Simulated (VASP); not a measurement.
# In (R-3m) in VASP: settings compared, part 2 of 2

VASP 6.6.1. The steps go on from the part before.

## (3) Single point, PBE

This run uses another cell than the first one, of 24.83 Å³/atom, 0.940 times its volume.

INCAR

```
  ALGO = Fast
  EDIFF = 1E-7
  ENCUT = 520
  GGA = PE
  ISIF = 2
  ISMEAR = -1
  LASPH = True
  LCHARG = False
  LREAL = False
  LWAVE = False
  NBANDS = 26
  NELM = 80
  PREC = Accurate
  SIGMA = 0.05
```

KPOINTS

```
k-points
0
Gamma
  9 9 9
```

POSCAR

```
In
1.0
    1.6355530321      0.9442869834      8.0399169875
   -1.6355530321      0.9442869834      8.0399169875
    0.0000000000     -1.8885739667      8.0399169875
In
3
Direct
    0.2219877600      0.2219877600      0.2219877600
    0.7780122400      0.7780122400      0.7780122400
    0.0000000000      0.0000000000      0.0000000000
```

Potentials or basis: VASP PAW PBE potentials, release 64 (In_d).

The run is started by

```sh
$ cat potpaw_PBE.64/In_d/POTCAR > POTCAR
$ mpirun -np 1 vasp_std > vasp.out
```

OUTCAR:

```text
EDIFF = 1E-7
   ENCUT = 520
   GGA = PE
   ISIF = 2
   ISMEAR = -1
   LASPH = True
   LREAL = False
   NELM = 80
   PREC = Accurate

 ion  position               nearest neighbor table
   1  0.222  0.222  0.222-   2 3.27   2 3.27   2 3.27   3 3.28   3 3.28   3 3.28
   2  0.778  0.778  0.778-   1 3.27   1 3.27   1 3.27   3 3.28   3 3.28   3 3.28
   3  0.000  0.000  0.000-   2 3.28   1 3.28   2 3.28   2 3.28   1 3.28   1 3.28

  LATTYP: Found a trigonal (rhomboedric) cell.
 ALAT       =     8.2587515275
 COS(alpha) =     0.9215612875

  Lattice vectors:

 A1 = (   1.6355530321,   0.9442869834,   8.0399169875)
 A2 = (  -1.6355530321,   0.9442869834,   8.0399169875)
 A3 = (   0.0000000000,  -1.8885739667,   8.0399169875)

Analysis of symmetry for initial positions (statically):
=====================================================================
 Subroutine PRICEL returns:
 Original cell was already a primitive cell.

 Routine SETGRP: Setting up the symmetry group for a
 trigonal (rhombohedral) supercell.

 Subroutine GETGRP returns: Found 12 space group operations
 (whereof 12 operations were pure point group operations)
 out of a pool of 12 trial point group operations.

The static configuration has the point symmetry D_3d.

Analysis of symmetry for dynamics (positions and initial velocities):
=====================================================================
 Subroutine PRICEL returns:
 Original cell was already a primitive cell.

 Routine SETGRP: Setting up the symmetry group for a
 trigonal (rhombohedral) supercell.

 Subroutine GETGRP returns: Found 12 space group operations
 (whereof 12 operations were pure point group operations)
 out of a pool of 12 trial point group operations.

The dynamic configuration has the point symmetry D_3d.

[... 109 lines left out ...]
   TEBEG  =    0.0;   TEEND  =   0.0 temperature during run
   PSTRESS=    0.0 pullay stress
   NELECT =      39.0000    total number of electrons
   NUPDOWN=      -1.0000    fix difference up-down
   EMIN   =  10.00;   EMAX   =-10.00  energy-range for DOS
   EFERMI =   0.00;   METHOD = LEGACY
   ISMEAR =    -1;   SIGMA  =   0.05  broadening in eV -4-tet -1-fermi 0-gaus
   EFERMI_NEDOS =   21; number of points for ismear=-14 and -15
   IALGO  =     68    algorithm
   IMIX   =      4    mixing-type and parameters
     AMIX     =   0.40;   BMIX     =  1.00
     AMIX_MAG =   1.60;   BMIX_MAG =  1.00
  volume/ion in A,a.u.               =      24.83       167.59
  Fermi-wavevector in a.u.,A,eV,Ry     =   1.319388  2.493282 23.684816  1.740785
  Thomas-Fermi vector in A             =   2.449290
   LORBIT       =      0    0 simple, 1 ext, 2 COOP (PROOUT), +10 PAW based schemes
   GGA     = PE    functional components
   LHFCALC =     F    Hartree Fock is set to
   AEXX    =    0.0000 exact exchange contribution
   IVDW    =     0    specifies the selected vdW correction
   LEPSILON=     F    determine dielectric tensor
   LRPA    =     F    only Hartree local field effects (RPA)
 non-spin polarized calculation
 RMM-DIIS sequential band-by-band and
  energy-cutoff  :      520.00
  volume of cell :       74.50
 maximum number of plane-waves:      2028
 NGX is ok and might be reduce to    64
   NGX = 31   NGY = 31   NGZ = 31

 number of electron      39.0000004 magnetization

 Free energy of the ion-electron system (eV)
  ---------------------------------------------------
  ext. energy  EPLUGINS =         0.00000000
  ---------------------------------------------------
  free energy    TOTEN  =        -7.53593849 eV

  energy without entropy =       -7.52092855  energy(sigma->0) =       -7.52843352

 E-fermi :   8.1495     XC(G=0): -10.5037

 val. band max:        8.1404353530   @ k =  -0.2222   0.3333   0.1111
 cond. band min:       8.1698615540   @ k =   0.2222   0.2222   0.0000
 fundamental gap:      0.0294262010
 Fermi energy:         8.1494906775

 k-point     1 :       0.0000    0.0000    0.0000
  band No.  band energies     occupation
      1      -6.6236      2.00000
      2      -6.6188      2.00000
      3      -6.5644      2.00000
      4      -6.5578      2.00000
      5      -6.5578      2.00000
      6      -6.5319      2.00000
[... 685 lines left out ...]
     25      14.9864      0.00000
     26      15.0877      0.00000

 [... further k-points ...]
[... 5 lines left out ...]
  --------------------------------------------------------------------------------------
  -------------------------------------------------------------------------------------
  Total        2.3749417      2.3749417      2.0482341      0.0000000      0.0000000      0.0000000
  in kB       51.0730840     51.0730840     44.0472418      0.0000000      0.0000000      0.0000000
  external PRESSURE =      48.7311366 kB  Pullay stress =       0.0000000 kB

 VOLUME and BASIS-vectors are now :
 -----------------------------------------------------------------------------
  energy-cutoff  :      520.00
  volume of cell :       74.50
      direct lattice vectors                 reciprocal lattice vectors
     1.635553032  0.944286983  8.039916987     0.305706993  0.176500015  0.041459798
    -1.635553032  0.944286983  8.039916987    -0.305706993  0.176500015  0.041459798
     0.000000000 -1.888573967  8.039916987     0.000000000 -0.353000030  0.041459798

 POSITION                                       TOTAL-FORCE (eV/Angst)
 -----------------------------------------------------------------------------------
      0.00000      0.00000      5.35429         0.000000      0.000000      0.002424
      0.00000      0.00000     18.76546         0.000000     -0.000000     -0.002424
      0.00000      0.00000      0.00000         0.000000      0.000000      0.000000
 -----------------------------------------------------------------------------------
    total drift:                                0.000000      0.000000     -0.000000

  FREE ENERGIE OF THE ION-ELECTRON SYSTEM (eV)
  ---------------------------------------------------
  free  energy   TOTEN  =        -7.5359384866 eV

  energy  without entropy=       -7.5209285539  energy(sigma->0) =       -7.52843352
```

OSZICAR:

```text
N       E                     dE             d eps       ncg     rms          rms(c)
DAV:   1     0.351554576094E+03    0.35155E+03   -0.18881E+04  4420   0.210E+03
DAV:   2     0.231708434768E+02   -0.32838E+03   -0.32404E+03  4424   0.448E+02
DAV:   3    -0.653935313069E+01   -0.29710E+02   -0.29449E+02  5258   0.161E+02
DAV:   4    -0.757790629994E+01   -0.10386E+01   -0.10366E+01  5430   0.330E+01
DAV:   5    -0.763195938699E+01   -0.54053E-01   -0.54047E-01  7036   0.571E+00    0.451E+00
RMM:   6    -0.755267553269E+01    0.79284E-01   -0.14120E-01  5001   0.469E+00    0.239E+00
RMM:   7    -0.753617352337E+01    0.16502E-01   -0.66035E-02  4991   0.261E+00    0.372E-01
RMM:   8    -0.753553991467E+01    0.63361E-03   -0.93057E-03  5666   0.146E+00    0.107E-01
RMM:   9    -0.753581869691E+01   -0.27878E-03   -0.28573E-03  6235   0.451E-01    0.130E-01
RMM:  10    -0.753601228714E+01   -0.19359E-03   -0.15520E-03  5150   0.602E-01    0.166E-01
RMM:  11    -0.753589878612E+01    0.11350E-03   -0.81205E-04  5546   0.332E-01    0.369E-02
RMM:  12    -0.753593297382E+01   -0.34188E-04   -0.33661E-04  6700   0.149E-01    0.703E-02
RMM:  13    -0.753593991012E+01   -0.69363E-05   -0.63439E-05  7099   0.539E-02    0.613E-02
RMM:  14    -0.753594027057E+01   -0.36046E-06   -0.10658E-05  7319   0.204E-02    0.580E-02
RMM:  15    -0.753593973302E+01    0.53755E-06   -0.26165E-06  6473   0.133E-02    0.546E-02
RMM:  16    -0.753593938347E+01    0.34955E-06   -0.53352E-07  3899   0.593E-03    0.420E-02
RMM:  17    -0.753593853861E+01    0.84487E-06   -0.22999E-07  2880   0.484E-03    0.186E-02
RMM:  18    -0.753593848662E+01    0.51987E-07   -0.99879E-08  2661   0.346E-03
   1 F= -.75359385E+01 E0= -.75284335E+01  d E =-.150099E-01
```

stdout:

```text
POSCAR found type information on POSCAR In
 POSCAR found :  1 types and       3 ions
 scaLAPACK will be used
 LDA part: xc-table for (Slater+PW92), standard interpolation
 POSCAR, INCAR and KPOINTS ok, starting setup
 FFT: planning ... GRIDC
 FFT: planning ... GRID_SOFT
 FFT: planning ... GRID
 WAVECAR not read
 entering main loop
WARNING in EDDRMM: call to ZHEGV failed, returncode =   8  4     22
WARNING in EDDRMM: call to ZHEGV failed, returncode =   8  4     24
 num prob RMM:  17    -0.753593853861E+01    0.84487E-06   -0.22999E-07  2880   0.484E-03    0.186E-02
```

Run time: 13 min. Hardware: 1 thread of Intel Xeon 6975P-C (Granite Rapids), shared host; peak memory 0.61 GiB.

What came out:

| Property | Result |
| --- | --- |
| Free energy | -7.5359 eV |
| Pressure | 4.9 GPa |

Forces on the atoms (eV/Å):
```
In   0.000  0.000  0.002
In   0.000  0.000 -0.002
In   0.000  0.000  0.000
```

Stress tensor (GPa, compression positive):
```
5.11 0.00 0.00
0.00 5.11 0.00
0.00 0.00 4.40
```

Levels at points of the mesh, in eV from the Fermi level:
```tsv
k point	band 15	band 16	band 17	band 18	band 19	band 20	band 21	band 22	band 23	band 24
(0.00, 0.00, 0.00)	-14.39	-9.93	-7.35	-7.33	0.52	0.54	9.21	9.21	9.29	9.29
```

Caveat: spin-orbit coupling is left out, which moves the levels of the heavy elements.

## (4) Single point, PBE

This run uses another cell than the first one, of 25.36 Å³/atom, 0.960 times its volume.

INCAR

```
SYSTEM = In
PREC = Accurate
ENCUT = 520
EDIFF = 1E-6
ISMEAR = -1
SIGMA = 0.05
LREAL = .False.
LASPH = .True.
NELM = 60
ALGO = Fast
ISIF = 2
LWAVE = .False.
LCHARG = .False.
GGA = PE
NBANDS = 26
```

KPOINTS

```
Automatic mesh
0
Gamma
  9 9 9
  0 0 0
```

POSCAR

```
In
1.0
    1.6470713907      0.9509371108      8.0965379867
   -1.6470713907      0.9509371108      8.0965379867
    0.0000000000     -1.9018742216      8.0965379867
In
3
Direct
    0.2219877600      0.2219877600      0.2219877600
    0.7780122400      0.7780122400      0.7780122400
    0.0000000000      0.0000000000      0.0000000000
```

The run is started by

```sh
$ cat potpaw_PBE.64/In_d/POTCAR > POTCAR
$ mpirun -np 1 vasp_std > vasp.out
```

Wall time 10 min (1 thread of Intel Xeon 6975P-C (Granite Rapids), shared host); peak memory 0.55 GiB.

It converged, with:

```yaml
Free_energy: -7.5789 eV
Pressure: 3.7 GPa
Largest_force: 0.006 eV/Å
```

Forces on the atoms (eV/Å):
```
In   0.000  0.000 -0.006
In   0.000  0.000  0.006
In   0.000  0.000  0.000
```

Stress tensor (GPa, compression positive):
```
3.93 0.00 0.00
0.00 3.93 0.00
0.00 0.00 3.29
```

Levels at points of the mesh, in eV from the Fermi level:
```tsv
k point	band 16	band 17	band 18	band 19	band 20	band 21	band 22	band 23
(0.00, 0.00, 0.00)	-9.78	-7.24	-7.22	0.51	0.53	9.05	9.05	9.13
```

Caveat: spin-orbit coupling is left out, which moves the levels of the heavy elements.

## (5) Single point, PBE

This run uses another cell than the first one, of 25.89 Å³/atom, 0.980 times its volume.

INCAR

```
SYSTEM = In
PREC = Accurate
ENCUT = 520
EDIFF = 1E-6
ISMEAR = -1
SIGMA = 0.05
LREAL = .FALSE.
LASPH = .TRUE.
NELM = 100
ALGO = Fast
ISIF = 2
LWAVE = .FALSE.
LCHARG = .FALSE.
GGA = PE
NBANDS = 26
```

KPOINTS

```
regular mesh
0
G
  9 9 9
  0 0 0
```

POSCAR

```
In
1.0
    1.6584308627      0.9574955050      8.1523779443
   -1.6584308627      0.9574955050      8.1523779443
    0.0000000000     -1.9149910100      8.1523779443
In
3
Direct
    0.2219877600      0.2219877600      0.2219877600
    0.7780122400      0.7780122400      0.7780122400
    0.0000000000      0.0000000000      0.0000000000
```

The run is started by

```sh
$ cat potpaw_PBE.64/In_d/POTCAR > POTCAR
$ mpirun -np 1 vasp_std > vasp.out
```

It took 11 min on 1 thread of Intel Xeon 6975P-C (Granite Rapids), shared host; peak memory 0.55 GiB.

It converged, with:

```yaml
Free_energy: -7.6111 eV
Pressure: 2.6 GPa
Largest_force: 0.013 eV/Å
```

Forces in eV/Å, atoms in the order of the input:
```
In   0.000  0.000 -0.013
In   0.000  0.000  0.013
In   0.000  0.000  0.000
```

Stress tensor (GPa, compression positive):
```
2.85 0.00 0.00
0.00 2.85 0.00
0.00 0.00 2.24
```

Levels at points of the mesh, in eV from the Fermi level:
```
           k point  band 15  band 16  band 17  band 18  band 19  band 20  band 21  band 22  band 23  band 24
(0.00, 0.00, 0.00)   -14.37    -9.63    -7.14    -7.12     0.50     0.52     8.90     8.90     8.98     8.98
```

Caveat: spin-orbit coupling is left out, which moves the levels of the heavy elements.

## (6) Single point, PBE

INCAR

```
SYSTEM = In
ALGO = Fast
EDIFF = 1E-6
ENCUT = 520
GGA = PE
ISIF = 2
ISMEAR = -1
LASPH = .TRUE.
LCHARG = .TRUE.
LELF = .TRUE.
LREAL = .FALSE.
LVHAR = .TRUE.
LWAVE = .FALSE.
NBANDS = 26
NELM = 60
PREC = Accurate
SIGMA = 0.05
```

KPOINTS

```
k-points
0
G
  9 9 9
  0 0 0
```

POSCAR

```
In
1.0
    1.6696368166      0.9639652655      8.2074632500
   -1.6696368166      0.9639652655      8.2074632500
    0.0000000000     -1.9279305310      8.2074632500
In
3
Direct
    0.2219877600      0.2219877600      0.2219877600
    0.7780122400      0.7780122400      0.7780122400
    0.0000000000      0.0000000000      0.0000000000
```

Potentials or basis: VASP PAW PBE potentials, release 64 (In_d).

The run is started by

```sh
$ cat potpaw_PBE.64/In_d/POTCAR > POTCAR
$ mpirun -np 1 vasp_std > vasp.out
```

Wall time 11 min (1 thread of Intel Xeon 6975P-C (Granite Rapids), shared host); peak memory 0.56 GiB.

The run converged. Its results:

```
Free energy   : -7.6336 eV
Pressure      : 1.7 GPa
Largest force : 0.019 eV/Å
```

Forces in eV/Å, atoms in the order of the input:
```
In   0.000  0.000 -0.019
In   0.000  0.000  0.019
In   0.000  0.000  0.000
```

Stress tensor (GPa, compression positive):
```
1.88 0.00 0.00
0.00 1.88 0.00
0.00 0.00 1.31
```

Levels at points of the mesh, in eV from the Fermi level:
```tsv
k point	band 17	band 18	band 19	band 20	band 21	band 22
(0.00, 0.00, 0.00)	-7.04	-7.02	0.49	0.51	8.75	8.75
```

Caveat: spin-orbit coupling is left out, which moves the levels of the heavy elements.

## (7) The runs side by side

```csv
level,potentials or basis,cell,further INCAR settings,gap on the mesh (eV),pressure (GPa),largest force (eV/Å)
LDA,"VASP PAW LDA potentials, release 64 (In_d)","a = 8.431 Å, angles 22.8°, 3 atoms",ALGO = Fast; EDIFF = 1e-06; NBANDS = 26,none,-2.7,0.03
PBE,"VASP PAW PBE potentials, release 64 (In_d)","a = 8.259 Å, angles 22.8°, 3 atoms",ALGO = Fast; EDIFF = 1e-07; NBANDS = 26,none,4.9,-
PBE,"VASP PAW PBE potentials, release 64 (In_d)","a = 8.317 Å, angles 22.8°, 3 atoms",ALGO = Fast; EDIFF = 1e-06; NBANDS = 26,none,3.7,0.01
PBE,"VASP PAW PBE potentials, release 64 (In_d)","a = 8.374 Å, angles 22.8°, 3 atoms",ALGO = Fast; EDIFF = 1e-06; NBANDS = 26,none,2.6,0.01
PBE,"VASP PAW PBE potentials, release 64 (In_d)","a = 8.431 Å, angles 22.8°, 3 atoms",ALGO = Fast; EDIFF = 1e-06; NBANDS = 26,none,1.7,0.02
```

Alike in all rows: task single point; no spin polarisation; k mesh 9 × 9 × 9; cutoff (eV) 520; smearing fermi-dirac 0.05 eV.

Caveats: spin-orbit coupling is left out, which moves the levels of the heavy elements.

Absolute energies hang on the potentials; compare differences alone.
